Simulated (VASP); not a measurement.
BN (Qingsongite):

```xyz
2
Lattice="2.5504 0.0000 0.0000 1.2752 2.2087 0.0000 1.2752 0.7362 2.0824" Properties=species:S:1:pos:R:3 pbc="T T T"
B     0.0000    0.0000    0.0000
N     1.2752    0.7362    0.5206
```

Base run:

| Quantity | Value |
| --- | --- |
| Program | VASP 6.6.1 |
| Functional | r2SCAN |
| Dispersion | rVV10 |
| Potentials or basis | VASP PAW PBE potentials, release 64 (B, N) |
| Cutoff | 520 eV |
| k mesh | 9 × 9 × 9 |
| Occupations | methfessel-paxton, width 0.02 eV |
| Spin | no spin polarisation |

Its results: band gap on the k mesh 5.10 eV, indirect (least direct gap 9.55 eV); pressure 1.2 GPa.

Problem. The run is repeated on the same cell with these changes: potentials or basis from VASP PAW PBE potentials, release 64 (B, N) to VASP PAW PBE potentials, release 64 (B_h, N_h); cutoff from 520 eV to 910 eV; further incar settings from ALGO = Normal; EDIFF = 1e-07; NBANDS = 11 to ALGO = Normal; EDIFF = 1e-06; NBANDS = 11. What comes out?

Solution. Band gap on the k mesh 5.12 eV, indirect (least direct gap 9.57 eV); pressure -0.6 GPa.

Caveats: the PAW data sets were made with another functional, which shifts forces and pressure a little; the cutoff is under 1.25 times the usual one of these potentials, so pressure, stress and relaxed cells hold a basis-set (Pulay) error (some runs).

A k mesh can miss the band edges.
